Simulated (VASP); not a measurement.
Here is a VASP 6.6.1 calculation.

INCAR

```
ALGO = Normal
EDIFF = 1E-6
ENCUT = 820
GGA = PE
GGA_COMPAT = False
ISIF = 2
ISMEAR = -1
ISPIN = 2
LASPH = True
LCHARG = False
LMAXMIX = 4
LORBIT = 11
LREAL = False
LWAVE = False
MAGMOM = 0.3 0.3 0 0
NBANDS = 37
NELM = 200
NUPDOWN = 0.6
PREC = Accurate
SIGMA = 0.03
```

Contents of KPOINTS:

```
k-points
0
Gamma
  7 7 4
```

POSCAR

```
CuO
1.0
    2.3446500000     -1.7134000000      0.0000000000
    2.3446500000      1.7134000000      0.0000000000
   -0.8605500000      0.0000000000      5.0594400000
Cu O
2 2
Direct
    0.0032000000      0.4968000000      0.0000000000
    0.4968000000      0.0032000000      0.5000000000
    0.5714000000      0.4056000000      0.2537000000
    0.4056000000      0.5714000000      0.7537000000
```

Potentials or basis: VASP PAW PBE potentials, release 64 (Cu_sv_GW, O).

Run with:

```bash
$ cat potpaw_PBE.64/Cu_sv_GW/POTCAR potpaw_PBE.64/O/POTCAR > POTCAR
$ mpirun -np 1 vasp_std > vasp.out
```

Problem. Estimate the largest force.

Solution. 0.781 eV/Å.

Problem. Predict the pressure.

Solution. 5.3 GPa.

Forces in eV/Å, atoms in the order of the input:
```
Cu  -0.655  0.340  0.257
Cu  -0.655 -0.340  0.257
O    0.655  0.281 -0.257
O    0.655 -0.281 -0.257
```

Caveat: the cell stands under pressure; the total moment is fixed, so each spin has its own Fermi level and the state may be an excited one.
